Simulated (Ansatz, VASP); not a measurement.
# PtSe2: VASP beside Ansatz

```xyz
3
Lattice="3.7240 0.0000 0.0000 -1.8620 3.2251 0.0000 0.0000 0.0000 5.0620" Properties=species:S:1:pos:R:3 pbc="T T T"
Pt    0.0000    0.0000    0.0000
Se    0.0000    2.1501    1.2655
Se    1.8620    1.0750    3.7965
```

Alike in both runs: task relaxation of cell and atoms; functional PBEsol; k mesh 6 × 6 × 4; no spin polarisation.

|  | VASP | Ansatz |
| --- | --- | --- |
| version | VASP 6.6.1 | Ansatz 0.2.0 |
| potentials or method | VASP PAW PBE potentials, release 64 (Pt, Se), cutoff 600 eV | plane waves, PAW |
| occupations | fermi-dirac, width 0.1 eV | fermi-dirac |
| valence electrons in the cell | 22 | 50 |

VASP gave:

```
relaxed volume (Å³/atom)                                     : 19.85
relaxed cell length with the largest relative difference (Å) : 4.868
```

Question: Estimate Ansatz's values.

Answer: Relaxed volume (Å³/atom): 19.88; relaxed cell length with the largest relative difference (Å): 4.879.

VASP's potentials were made for PBE, not for PBEsol. VASP's potentials hold 22 valence electrons a cell and Ansatz's 50, so a difference there can come from the potentials and not from the codes.

Spin-orbit coupling is off throughout.
